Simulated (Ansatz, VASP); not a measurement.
## BeS4: VASP beside Ansatz

File INCAR:

```
SYSTEM = BeS4
PREC = Accurate
ENCUT = 600
EDIFF = 1E-6
ISMEAR = 0
SIGMA = 0.1
LREAL = .False.
LASPH = .True.
NELM = 100
ALGO = Normal
ISIF = 3
LWAVE = .False.
LCHARG = .False.
GGA = PE
IBRION = 2
NSW = 100
EDIFFG = -0.01
```

Contents of KPOINTS:

```
Automatic mesh
0
Gamma
  8 8 12
  0 0 0
```

The input POSCAR:

```
BeS4
1.0
    5.0438415768      0.0000000000      0.0000000000
    0.0000000000      5.0438415768      0.0000000000
    0.0000000000      0.0000000000      3.3672798384
Be S
1 4
Direct
    0.5000000000      0.5000000000      0.0000000000
    0.2516962582      0.2516962582      0.5000000000
    0.7483037418      0.7483037418      0.5000000000
    0.7483037418      0.2516962582      0.5000000000
    0.2516962582      0.7483037418      0.5000000000
```

Input for Ansatz:

```yaml
crystal:
  lattice:
    - [5.0438415768, 0.0, 0.0]
    - [0.0, 5.0438415768, 0.0]
    - [0.0, 0.0, 3.3672798384]
  atoms:
    - { symbol: Be, position: [0.5, 0.5, 0.0] }
    - { symbol: S, position: [0.2516962582, 0.2516962582, 0.5] }
    - { symbol: S, position: [0.7483037418, 0.7483037418, 0.5] }
    - { symbol: S, position: [0.7483037418, 0.2516962582, 0.5] }
    - { symbol: S, position: [0.2516962582, 0.7483037418, 0.5] }
basis:
  ecutwfc: 420
kpoints:
  mp_grid: { grid: [8, 8, 12] }
hamiltonian:
  xc: pbe
scf:
  occupations: { method: gaussian, width: 0.1 }
output:
  forces: true
  stress: true
  eigenvalues: true
relax:
  adjacent_minimum: "off"
  f_tol: 0.01
  max_steps: 80
  cell: { stress_tol: 0.05 }
```

Alike in both runs: task relaxation of cell and atoms; functional PBE; k mesh 8 × 8 × 12; occupations gaussian, width 0.1 eV; no spin polarisation.

```csv
,VASP,Ansatz
version,VASP 6.6.1,Ansatz 0.2.0
potentials or method,"VASP PAW PBE potentials, release 64 (Be, S), cutoff 600 eV","scalar-relativistic, plane waves, PAW"
valence electrons in the cell,26,26
```

|  | VASP | Ansatz | Ansatz less VASP |
| --- | --- | --- | --- |
| gap on the k mesh at the Fermi level, each at its own relaxed structure (eV) | none | none | - |
| relaxed volume (Å³/atom) | 17.11 | 17.11 | +0.001 |
| relaxed cell length with the largest relative difference (Å) | 3.368 | 3.368 | -0.0004 |

A gap of «none» marks a metal or a gap that the smearing closes.
